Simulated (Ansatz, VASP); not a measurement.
## CuI: VASP beside Ansatz

File INCAR:

```
SYSTEM = CuI
PREC = Accurate ; ENCUT = 520
EDIFF = 1E-6 ; ISMEAR = 0
SIGMA = 0.05 ; LREAL = .False.
LASPH = .True. ; NELM = 60
ALGO = Normal ; ISIF = 2
LWAVE = .False. ; LCHARG = .True.
GGA = CA ; LELF = .True.
LVHAR = .True. ; NBANDS = 26
```

File KPOINTS:

```
regular mesh
0
Gamma
  8 8 4
  0 0 0
```

File POSCAR:

```
CuI
1.0
    4.0901961900      0.0000000000      0.0000000000
    0.0000000000      4.0901961900      0.0000000000
    0.0000000000      0.0000000000      6.5514580400
Cu I
2 2
Direct
    0.5000000000      0.5000000000      0.0000000000
    0.0000000000      0.0000000000      0.0000000000
    0.5000000000      0.0000000000      0.2569656400
    0.0000000000      0.5000000000      0.7430343600
```

Input for Ansatz:

```yaml
crystal:
  lattice:
    - [4.09019619, 0.0, 0.0]
    - [0.0, 4.09019619, 0.0]
    - [0.0, 0.0, 6.55145804]
  atoms:
    - { symbol: Cu, position: [0.5, 0.5, 0.0] }
    - { symbol: Cu, position: [0.0, 0.0, 0.0] }
    - { symbol: I, position: [0.5, 0.0, 0.25696564] }
    - { symbol: I, position: [0.0, 0.5, 0.74303436] }
basis:
  ecutwfc: 420
  fft_grid_basis: typed
kpoints:
  mp_grid: { grid: [8, 8, 4] }
hamiltonian:
  xc: lda
  pseudopotentials: { kind: paw }
scf:
  occupations: { method: gaussian, width: 0.05 }
output:
  forces: true
  stress: true
  eigenvalues: true
  bader: true
  write_density: true
  volumetric_format: npy
  elf: true
```

Alike in both runs: task single point; functional LDA; k mesh 8 × 8 × 4; occupations gaussian, width 0.05 eV; no spin polarisation.

```csv
,VASP,Ansatz
version,VASP 6.6.1,Ansatz 0.2.0
potentials or method,"VASP PAW LDA potentials, release 64 (Cu, I), cutoff 520 eV","scalar-relativistic, plane waves, PAW"
valence electrons in the cell,36,72
```

Ansatz gave:

* gap on the k mesh at the Fermi level (eV): 1.41
* pressure (GPa): -3.6
* traceless stress, the component that is largest in VASP (GPa): 0.15
* rms of the force components (eV/Å): 0.200

What did VASP give for the same quantities?

gap on the k mesh at the Fermi level (eV): 1.45; pressure (GPa): -3.4; traceless stress, the component that is largest in VASP (GPa): 0.12; rms of the force components (eV/Å): 0.193.

LDA's correlation is that of Perdew and Zunger in VASP and of Perdew and Wang (1992) in Ansatz. Atom by atom the forces differ by 0.007 eV/Å (rms over components). VASP's potentials hold 36 valence electrons a cell and Ansatz's 72, so a difference there can come from the potentials and not from the codes.

Spin-orbit coupling is off throughout.
